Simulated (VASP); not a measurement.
YB6, 7 atoms in the cell. Symmetry: Pm-3m, No. 221, cubic system. Conventional cell: a = 4.194 Å, b = 4.194 Å, c = 4.194 Å, α = 90.00°, β = 90.00°, γ = 90.00°. Within 4.1 Å of Y (site symmetry m-3m) lie 24 B at 3.09 Å. B (site symmetry 4mm) has 5 B at 1.74 Å within 2.3 Å. 

```yaml
Program: VASP 6.6.1
Task: single point
Functional: LDA
Potentials_or_basis: VASP PAW LDA potentials, release 64 (Y_sv, B)
Cutoff: 520 eV
k_mesh: 7 × 7 × 7
Occupations: methfessel-paxton, width 0.15 eV
Spin: no spin polarisation
Dipole_correction: no
Further_INCAR_settings: ALGO = Normal; EDIFF = 1e-07; NBANDS = 24
```

Potentials or basis: VASP PAW LDA potentials, release 64 (Y_sv, B).

Command:

```sh
$ cat potpaw_LDA.64/Y_sv/POTCAR potpaw_LDA.64/B/POTCAR > POTCAR
$ mpirun -np 1 vasp_std > vasp.out
```

Hardware: 1 thread of Intel(R) Xeon(R) Platinum 8375C CPU @ 2.90GHz (Ice Lake) (shared host).

**Question.** How long does it take, and how much memory?

**Answer.** It took 36 s on 1 thread of Intel(R) Xeon(R) Platinum 8375C CPU @ 2.90GHz (Ice Lake), with other jobs on the host, peak memory 0.18 GiB. Counts: scf iterations 17, k points 20.
